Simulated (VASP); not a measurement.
Wanted: the native input for a VASP 6.6.1 run.

| Property | Result |
| --- | --- |
| Task | single point |
| Functional | PBE |
| Potentials or basis | VASP PAW PBE potentials, release 64 (Ag, Rh_pv) |
| Cutoff | 520 eV |
| k mesh | 14 × 14 × 7 |
| Occupations | fermi-dirac, width 0.05 eV |
| Spin | collinear spin, ferromagnetic start |
| Starting moments | [0.0, 0.4] μB |
| Dipole correction | no |
| Further INCAR settings | ALGO = Normal; EDIFF = 1e-07; NBANDS = 24 |

The structure of AgRh lies in POSCAR:

```
AgRh
1.0
    2.7775881998      0.0000000000      0.0000000000
   -1.3887940999      2.4054619423      0.0000000000
    0.0000000000      0.0000000000      4.8086020000
Ag Rh
1 1
Direct
    0.0000000000      0.0000000000      0.5000000000
    0.6666666667      0.3333333333      0.0000000000
```

The input as run:

INCAR

```
SYSTEM = AgRh
ALGO = Normal ; EDIFF = 1E-7
ENCUT = 520 ; GGA = PE
ISIF = 2 ; ISMEAR = -1
ISPIN = 2 ; LASPH = .True.
LCHARG = .False. ; LMAXMIX = 4
LORBIT = 11 ; LREAL = .False.
LWAVE = .False. ; MAGMOM = 0 0.4
NBANDS = 24 ; NELM = 150
PREC = Accurate ; SIGMA = 0.05
```

KPOINTS

```
k-points
0
Gamma
  14 14 7
  0 0 0
```

Potentials or basis: VASP PAW PBE potentials, release 64 (Ag, Rh_pv).

Run with:

```bash
$ cat potpaw_PBE.64/Ag/POTCAR potpaw_PBE.64/Rh_pv/POTCAR > POTCAR
$ mpirun -np 1 vasp_std > vasp.out
```

Results of the run:

* Pressure: -2.1 GPa
* Net moment: 0.46 μB per cell
* Site moments: Ag +0.01; Rh +0.45 μB
* Valence electrons inside the program's atomic spheres: Ag 9.93; Rh 13.62

Run time: 48 s on 1 thread of Intel(R) Xeon(R) 6975P-C (Granite Rapids), on a shared host, peak memory 0.24 GiB.
